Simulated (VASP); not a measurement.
# PdRh4 (Rh (100), 5 layers) in VASP: notebook

The runs below take PdRh4 (Rh (100), 5 layers) through single point, with LDA.

All numbers are computed with VASP 6.6.1; they aren't measurements. Logs are shortened: lines on timing, memory, paths and dates and some standing lists are left out, and cuts for length are marked.

### 1 The cell of the first run

The cell holds a slab with vacuum, 5 atoms: a = 2.654 Å, b = 2.654 Å, c = 23.508 Å, α = 90.00°, β = 90.00°, γ = 90.00°.

### 2 Single point, LDA

File INCAR:

```
SYSTEM = PdRh4
ALGO = Normal ; DIPOL = 0.5 0.5 0.500
EDIFF = 1E-6 ; ENCUT = 520
GGA = CA ; IDIPOL = 3
ISIF = 2 ; ISMEAR = -1
LASPH = .True. ; LCHARG = .False.
LDIPOL = .True. ; LREAL = .False.
LWAVE = .False. ; NBANDS = 43
NELM = 80 ; PREC = Accurate
SIGMA = 0.05
```

File KPOINTS:

```
k-points
0
Gamma
  14 14 1
  0 0 0
```

File POSCAR:

```
PdRh4
1.0
    2.6543947809      0.0000000000      0.0000000000
    0.0000000000      2.6543947809      0.0000000000
    0.0000000000      0.0000000000     23.5078000000
Rh Pd
4 1
Direct
    0.0000000000      0.0000000000      0.3434456330
    0.5000000000      0.5000000000      0.4195750348
    0.5000000000      0.5000000000      0.5804249653
    0.0000000000      0.0000000000      0.6565543668
    0.0000000000      0.0000000000      0.5000000001
```

Potentials or basis: VASP PAW LDA potentials, release 64 (Rh_pv, Pd).

Run with:

```
> cat potpaw_LDA.64/Rh_pv/POTCAR potpaw_LDA.64/Pd/POTCAR > POTCAR
> mpirun -np 1 vasp_std > vasp.out
```

OUTCAR:

```text
SYSTEM = PdRh4
   EDIFF = 1E-6
   ENCUT = 520
   GGA = CA
   ISIF = 2
   ISMEAR = -1
   LASPH = .True.
   LREAL = .False.
   NELM = 80
   PREC = Accurate

 ion  position               nearest neighbor table
   1  0.000  0.000  0.343-   2 2.59   2 2.59   2 2.59   2 2.59
   2  0.500  0.500  0.420-   1 2.59   1 2.59   1 2.59   1 2.59   5 2.66   5 2.66   5 2.66   5 2.66

   3  0.500  0.500  0.580-   4 2.59   4 2.59   4 2.59   4 2.59   5 2.66   5 2.66   5 2.66   5 2.66

   4  0.000  0.000  0.657-   3 2.59   3 2.59   3 2.59   3 2.59
   5  0.000  0.000  0.500-   3 2.66   3 2.66   3 2.66   3 2.66   2 2.66   2 2.66   2 2.66   2 2.66

  LATTYP: Found a simple tetragonal cell.
 ALAT       =     2.6543947809
 C/A-ratio  =     8.8561807645

  Lattice vectors:

 A1 = (   2.6543947809,   0.0000000000,   0.0000000000)
 A2 = (   0.0000000000,   2.6543947809,   0.0000000000)
 A3 = (   0.0000000000,   0.0000000000,  23.5078000000)

Analysis of symmetry for initial positions (statically):
=====================================================================
 Subroutine PRICEL returns:
 Original cell was already a primitive cell.

 Routine SETGRP: Setting up the symmetry group for a
 simple tetragonal supercell.

 Subroutine GETGRP returns: Found 16 space group operations
 (whereof 16 operations were pure point group operations)
 out of a pool of 16 trial point group operations.

The static configuration has the point symmetry D_4h.

Analysis of symmetry for dynamics (positions and initial velocities):
=====================================================================
 Subroutine PRICEL returns:
 Original cell was already a primitive cell.

 Routine SETGRP: Setting up the symmetry group for a
 simple tetragonal supercell.

 Subroutine GETGRP returns: Found 16 space group operations
 (whereof 16 operations were pure point group operations)
 out of a pool of 16 trial point group operations.

The dynamic configuration has the point symmetry D_4h.

 Subroutine INISYM returns: Found 16 space group operations
 (whereof 16 operations are pure point group operations),
 and found     1 'primitive' translations

----------------------------------------------------------------------------------------

                                     Primitive cell

  volume of cell :     165.6315

  direct lattice vectors                    reciprocal lattice vectors
     2.654394781  0.000000000  0.000000000     0.376733712  0.000000000  0.000000000
     0.000000000  2.654394781  0.000000000     0.000000000  0.376733712  0.000000000
     0.000000000  0.000000000 23.507800000     0.000000000  0.000000000  0.042539072

  length of vectors
     2.654394781  2.654394781 23.507800000     0.376733712  0.376733712  0.042539072

  position of ions in fractional coordinates (direct lattice)
     0.000000000  0.000000000  0.343445633
     0.500000000  0.500000000  0.419575035
     0.500000000  0.500000000  0.580424965
     0.000000000  0.000000000  0.656554367
     0.000000000  0.000000000  0.500000000

  ion indices of the primitive-cell ions
   primitive index   ion index
                 1           1
                 2           2
                 3           3
                 4           4
                 5           5

----------------------------------------------------------------------------------------

 KPOINTS: k-points

Automatic generation of k-mesh.
 Grid dimensions read from file:
 generate k-points for:   14   14    1

 Generating k-lattice:

  Cartesian coordinates                     Fractional coordinates (reciprocal lattice)
     0.026909551  0.000000000  0.000000000     0.071428571  0.000000000  0.000000000
     0.000000000  0.026909551  0.000000000     0.000000000  0.071428571  0.000000000
     0.000000000  0.000000000  0.042539072     0.000000000  0.000000000  1.000000000

  Length of vectors
     0.026909551  0.026909551  0.042539072

  Shift w.r.t. Gamma in fractional coordinates (k-lattice)
     0.000000000  0.000000000  0.000000000

 Subroutine IBZKPT returns following result:
 ===========================================

 Found     36 irreducible k-points:

 Following reciprocal coordinates:
            Coordinates               Weight
  0.000000  0.000000  0.000000      1.000000
  0.071429  0.000000  0.000000      4.000000
  0.142857  0.000000  0.000000      4.000000
  0.214286  0.000000  0.000000      4.000000
  0.285714  0.000000  0.000000      4.000000
  0.357143  0.000000  0.000000      4.000000
[... 16 lines left out ...]
  0.285714  0.214286  0.000000      8.000000
  0.357143  0.214286  0.000000      8.000000
 [... further k-points ...]
   k-points           NKPTS =     36   k-points in BZ     NKDIM =     36   number of bands    NBANDS=     43
   number of dos      NEDOS =    301   number of ions     NIONS =      5
   total plane-waves  NPLWV =  72000
   dimension x,y,z NGX =    20 NGY =   20 NGZ =  180
   dimension x,y,z NGXF=    40 NGYF=   40 NGZF=  360
   ions per type =               4   1
   NGX,Y,Z   is equivalent  to a cutoff of  12.53, 12.53, 12.73 a.u.
   NGXF,Y,Z  is equivalent  to a cutoff of  25.05, 25.05, 25.46 a.u.
 SYSTEM =  PdRh4
   PREC   = accura    normal or accurate (medium, high low for compatibility)
   ISTART =      0    job   : 0-new  1-cont  2-samecut
   ICHARG =      2    charge: 1-file 2-atom 10-const
   ISPIN  =      1    spin polarized calculation?
   LNONCOLLINEAR =      F non collinear calculations
   LSORBIT =      F    spin-orbit coupling
   LASPH  =      T    aspherical Exc in radial PAW
   ENCUT  =  520.0 eV  38.22 Ry    6.18 a.u.   4.94  4.94 43.71*2*pi/ulx,y,z
   NELM   =     80;   NELMIN=  2; NELMDL= -5     # of ELM steps
   EDIFF  = 0.1E-05   stopping-criterion for ELM
   LREAL  =      F    real-space projection
   EDIFFG = 0.1E-04   stopping-criterion for IOM
   NSW    =      0    number of steps for IOM
   IBRION =     -1    ionic relax: 0-MD 1-quasi-New 2-CG
   NFREE  =      0    steps in history (QN), initial steepest desc. (CG)
   ISIF   =      2    stress and relaxation
   ISYM   =      2    0-nonsym 1-usesym 2-fastsym
   POTIM  = 0.5000    time-step for ionic-motion
   TEBEG  =    0.0;   TEEND  =   0.0 temperature during run
   PSTRESS=    0.0 pullay stress
   NELECT =      70.0000    total number of electrons
   NUPDOWN=      -1.0000    fix difference up-down
   EMIN   =  10.00;   EMAX   =-10.00  energy-range for DOS
   EFERMI =   0.00;   METHOD = LEGACY
   ISMEAR =    -1;   SIGMA  =   0.05  broadening in eV -4-tet -1-fermi 0-gaus
   EFERMI_NEDOS =   21; number of points for ismear=-14 and -15
   IALGO  =     38    algorithm
   IMIX   =      4    mixing-type and parameters
     AMIX     =   0.40;   BMIX     =  1.00
     AMIX_MAG =   1.60;   BMIX_MAG =  1.00
  volume/ion in A,a.u.               =      33.13       223.55
  Fermi-wavevector in a.u.,A,eV,Ry     =   1.228551  2.321625 20.535783  1.509337
  Thomas-Fermi vector in A             =   2.363472
   LORBIT       =      0    0 simple, 1 ext, 2 COOP (PROOUT), +10 PAW based schemes
   GGA     = CA    functional components
   LHFCALC =     F    Hartree Fock is set to
   AEXX    =    0.0000 exact exchange contribution
   IVDW    =     0    specifies the selected vdW correction
   LEPSILON=     F    determine dielectric tensor
   LRPA    =     F    only Hartree local field effects (RPA)
 non-spin polarized calculation
  energy-cutoff  :      520.00
  volume of cell :      165.63
 maximum number of plane-waves:      4510
 NGX is ok and might be reduce to    20
   NGX =  9   NGY =  9   NGZ = 87

 dipolmoment           0.000000      0.000000     -0.000000 electrons x Angstroem

 number of electron      69.9999968 magnetization

 dipolmoment           0.000000      0.000000      0.000000 electrons x Angstroem

 Free energy of the ion-electron system (eV)
  ---------------------------------------------------
  ext. energy  EPLUGINS =         0.00000000
  ---------------------------------------------------
  free energy    TOTEN  =       -38.35265225 eV

  energy without entropy =      -38.27250174  energy(sigma->0) =      -38.31257700

 E-fermi :   1.6028     XC(G=0):  -6.6692

 val. band max:        1.6016483239   @ k =   0.4286   0.4286   0.0000
 cond. band min:       1.6029167526   @ k =   0.2857   0.1429   0.0000
 fundamental gap:      0.0012684287
 Fermi energy:         1.6027770599

 k-point     1 :       0.0000    0.0000    0.0000
  band No.  band energies     occupation
      1     -45.0877      2.00000
      2     -45.0811      2.00000
      3     -44.7859      2.00000
      4     -44.7859      2.00000
      5     -44.7854      2.00000
      6     -44.7854      2.00000
[... 35 lines left out ...]
     42       3.0459      0.00000
     43       4.3343      0.00000

 k-point     2 :       0.0714    0.0000    0.0000
  band No.  band energies     occupation
      1     -45.0850      2.00000
      2     -45.0787      2.00000
      3     -44.8125      2.00000
      4     -44.8123      2.00000
      5     -44.7828      2.00000
      6     -44.7823      2.00000
[... 35 lines left out ...]
     42       3.5546      0.00000
     43       4.9121      0.00000

 k-point     3 :       0.1429    0.0000    0.0000
  band No.  band energies     occupation
      1     -45.0784      2.00000
      2     -45.0732      2.00000
      3     -44.8848      2.00000
      4     -44.8843      2.00000
      5     -44.7741      2.00000
      6     -44.7737      2.00000
[... 919 lines left out ...]
      6     -44.9363      2.00000
[... 35 lines left out ...]
     42       7.5153      0.00000
     43       9.0351      0.00000

 k-point    24 :       0.3571    0.2143    0.0000
  band No.  band energies     occupation
      1     -45.1598      2.00000
      2     -45.1590      2.00000
      3     -45.0474      2.00000
      4     -45.0454      2.00000
      5     -44.9208      2.00000
      6     -44.9207      2.00000
[... 35 lines left out ...]
     42       8.1854      0.00000
     43       9.2033      0.00000

 [... further k-points ...]

------------------------ aborting loop because EDIFF is reached ----------------------------------------

 vacuum level on the upper side and lower side of the slab       (xc-potential included)        -0.119        -0.119

  FORCE on cell =-STRESS in cart. coord.  units (eV):
  Direction    XX          YY          ZZ          XY          YZ          ZX
  --------------------------------------------------------------------------------------
  -------------------------------------------------------------------------------------
  Total       -0.6163076     -0.6163076      2.0464125      0.0000000     -0.0000000      0.0000000
  in kB       -5.9616310     -5.9616310     19.7952389      0.0000000     -0.0000000      0.0000000
  external PRESSURE =       2.6239923 kB  Pullay stress =       0.0000000 kB

 VOLUME and BASIS-vectors are now :
 -----------------------------------------------------------------------------
  energy-cutoff  :      520.00
  volume of cell :      165.63
      direct lattice vectors                 reciprocal lattice vectors
     2.654394781  0.000000000  0.000000000     0.376733712  0.000000000  0.000000000
     0.000000000  2.654394781  0.000000000     0.000000000  0.376733712  0.000000000
     0.000000000  0.000000000 23.507800000     0.000000000  0.000000000  0.042539072

 POSITION                                       TOTAL-FORCE (eV/Angst)
 -----------------------------------------------------------------------------------
      0.00000      0.00000      8.07365         0.000000      0.000000      0.136213
      1.32720      1.32720      9.86329        -0.000000      0.000000     -0.815749
      1.32720      1.32720     13.64451         0.000000      0.000000      0.815749
      0.00000      0.00000     15.43415         0.000000     -0.000000     -0.136213
      0.00000      0.00000     11.75390         0.000000     -0.000000      0.000000
 -----------------------------------------------------------------------------------
    total drift:                               -0.000000      0.000000      0.000004

  FREE ENERGIE OF THE ION-ELECTRON SYSTEM (eV)
  ---------------------------------------------------
  free  energy   TOTEN  =       -38.3526522536 eV

  energy  without entropy=      -38.2725017429  energy(sigma->0) =      -38.31257700

 vacuum level on the upper side and lower side of the slab         7.079         7.079
```

Wall time 3.7 min (1 thread of Intel Xeon 6975P-C (Granite Rapids), shared host); peak memory 0.33 GiB.

What came out:

* Free energy: -38.3527 eV
* Largest force: 0.816 eV/Å
* Band gap on the k mesh: zero (band 35 reaches 2.69 eV, above the bottom of band 36 at 1.00 eV)

Forces in eV/Å, atoms in the order of the input:
```
Rh   0.000  0.000  0.136
Rh   0.000  0.000 -0.816
Rh   0.000  0.000  0.816
Rh   0.000  0.000 -0.136
Pd   0.000  0.000  0.000
```

### 3 Single point, LDA

File INCAR:

```
SYSTEM = PdRh4
PREC = Accurate
ENCUT = 520
EDIFF = 1E-7
ISMEAR = -1
SIGMA = 0.05
LREAL = .FALSE.
LASPH = .TRUE.
NELM = 80
ALGO = Normal
ISIF = 2
LWAVE = .FALSE.
LCHARG = .TRUE.
LDIPOL = .TRUE.
IDIPOL = 3
DIPOL = 0.5 0.5 0.500
LELF = .TRUE.
LVHAR = .TRUE.
LVACPOTAV = .TRUE.
NBANDS = 43
```

File KPOINTS:

```
Automatic mesh
0
G
  14 14 1
  0 0 0
```

POSCAR is that of step 2.

Potentials or basis: VASP PAW LDA potentials, release 64 (Rh_pv, Pd).

Run with:

```
> cat potpaw_LDA.64/Rh_pv/POTCAR potpaw_LDA.64/Pd/POTCAR > POTCAR
> mpirun -np 1 vasp_std > vasp.out
```

OUTCAR:

```text
SYSTEM = PdRh4
   PREC = Accurate
   ENCUT = 520
   EDIFF = 1E-7
   ISMEAR = -1
   LREAL = .FALSE.
   LASPH = .TRUE.
   NELM = 80
   ISIF = 2

 ion  position               nearest neighbor table
   1  0.000  0.000  0.343-   2 2.59   2 2.59   2 2.59   2 2.59
   2  0.500  0.500  0.420-   1 2.59   1 2.59   1 2.59   1 2.59   5 2.66   5 2.66   5 2.66   5 2.66

   3  0.500  0.500  0.580-   4 2.59   4 2.59   4 2.59   4 2.59   5 2.66   5 2.66   5 2.66   5 2.66

   4  0.000  0.000  0.657-   3 2.59   3 2.59   3 2.59   3 2.59
   5  0.000  0.000  0.500-   3 2.66   3 2.66   3 2.66   3 2.66   2 2.66   2 2.66   2 2.66   2 2.66

  LATTYP: Found a simple tetragonal cell.
 ALAT       =     2.6543947809
 C/A-ratio  =     8.8561807645

  Lattice vectors:

 A1 = (   2.6543947809,   0.0000000000,   0.0000000000)
 A2 = (   0.0000000000,   2.6543947809,   0.0000000000)
 A3 = (   0.0000000000,   0.0000000000,  23.5078000000)

Analysis of symmetry for initial positions (statically):
=====================================================================
 Subroutine PRICEL returns:
 Original cell was already a primitive cell.

 Routine SETGRP: Setting up the symmetry group for a
 simple tetragonal supercell.

 Subroutine GETGRP returns: Found 16 space group operations
[... 176 lines left out ...]

 val. band max:        1.6016510106   @ k =   0.4286   0.4286   0.0000
 cond. band min:       1.6029188542   @ k =   0.2857   0.1429   0.0000
 fundamental gap:      0.0012678435
 Fermi energy:         1.6027793551

 k-point     1 :       0.0000    0.0000    0.0000
  band No.  band energies     occupation
      1     -45.0877      2.00000
      2     -45.0811      2.00000
      3     -44.7859      2.00000
      4     -44.7859      2.00000
      5     -44.7854      2.00000
      6     -44.7854      2.00000
[... 1093 lines left out ...]
     42       8.1854      0.00000
     43       9.2033      0.00000

 [... further k-points ...]
[... 5 lines left out ...]
  --------------------------------------------------------------------------------------
  -------------------------------------------------------------------------------------
  Total       -0.6164182     -0.6164182      2.0462994      0.0000000     -0.0000000      0.0000000
  in kB       -5.9627012     -5.9627012     19.7941447      0.0000000     -0.0000000      0.0000000
  external PRESSURE =       2.6229141 kB  Pullay stress =       0.0000000 kB

 VOLUME and BASIS-vectors are now :
 -----------------------------------------------------------------------------
  energy-cutoff  :      520.00
  volume of cell :      165.63
      direct lattice vectors                 reciprocal lattice vectors
     2.654394781  0.000000000  0.000000000     0.376733712  0.000000000  0.000000000
     0.000000000  2.654394781  0.000000000     0.000000000  0.376733712  0.000000000
     0.000000000  0.000000000 23.507800000     0.000000000  0.000000000  0.042539072

 POSITION                                       TOTAL-FORCE (eV/Angst)
 -----------------------------------------------------------------------------------
      0.00000      0.00000      8.07365        -0.000000      0.000000      0.136215
      1.32720      1.32720      9.86329         0.000000     -0.000000     -0.815740
      1.32720      1.32720     13.64451        -0.000000     -0.000000      0.815740
      0.00000      0.00000     15.43415         0.000000      0.000000     -0.136215
      0.00000      0.00000     11.75390         0.000000     -0.000000     -0.000000
 -----------------------------------------------------------------------------------
    total drift:                               -0.000000      0.000000      0.000004

  FREE ENERGIE OF THE ION-ELECTRON SYSTEM (eV)
  ---------------------------------------------------
  free  energy   TOTEN  =       -38.3526523284 eV

  energy  without entropy=      -38.2725018245  energy(sigma->0) =      -38.31257708

 vacuum level on the upper side and lower side of the slab         7.160         7.160
```

stdout:

```text
POSCAR found type information on POSCAR RhPd
 POSCAR found :  2 types and       5 ions
 scaLAPACK will be used
 LDA part: xc-table for (Slater(with rela. corr.)+CA(PZ))
 , standard interpolation
 POSCAR, INCAR and KPOINTS ok, starting setup
 FFT: planning ... GRIDC
 FFT: planning ... GRID_SOFT
 FFT: planning ... GRID
 WAVECAR not read
 entering main loop
 -----------------------------------------------------------------------------
|                                                                             |
|           W    W    AA    RRRRR   N    N  II  N    N   GGGG   !!!           |
|           W    W   A  A   R    R  NN   N  II  NN   N  G    G  !!!           |
|           W    W  A    A  R    R  N N  N  II  N N  N  G       !!!           |
|           W WW W  AAAAAA  RRRRR   N  N N  II  N  N N  G  GGG   !            |
|           WW  WW  A    A  R   R   N   NN  II  N   NN  G    G                |
|           W    W  A    A  R    R  N    N  II  N    N   GGGG   !!!           |
|                                                                             |
|     Did not find any points to average over, which means that no vacuum     |
|     field-free region was found. Please increase the size of  your cell     |
|     in the dimension of the dipole correction to obtain accurate            |
|     workfunction values.                                                    |
|                                                                             |
 -----------------------------------------------------------------------------
```

It took 3.6 min on 1 thread of Intel Xeon 6975P-C (Granite Rapids), shared host; peak memory 0.32 GiB.

Results:

```yaml
Free_energy: -38.3527 eV
Largest_force: 0.816 eV/Å
Band_gap_on_the_k_mesh: zero (band 35 reaches 2.69 eV, above the bottom of band 36 at 1.00 eV)
```

Forces in eV/Å, atoms in the order of the input:
```
Rh   0.000  0.000  0.136
Rh   0.000  0.000 -0.816
Rh   0.000  0.000  0.816
Rh   0.000  0.000 -0.136
Pd   0.000  0.000  0.000
```

Levels at points of the mesh, in eV from the Fermi level:
| k point | band 32 | band 33 | band 34 | band 35 | band 36 | band 37 | band 38 | band 39 |
| --- | --- | --- | --- | --- | --- | --- | --- | --- |
| (0.00, 0.00, 0.00) | -1.18 | -0.61 | -0.61 | -0.40 | 0.16 | 0.16 | 0.54 | 0.61 |
| (0.50, 0.00, 0.00) | -0.74 | -0.09 | -0.05 | 0.19 | 0.34 | 0.46 | 1.13 | 2.18 |
| (0.50, 0.50, 0.00) | 0.22 | 0.25 | 1.09 | 1.09 | 1.48 | 1.48 | 4.23 | 4.23 |
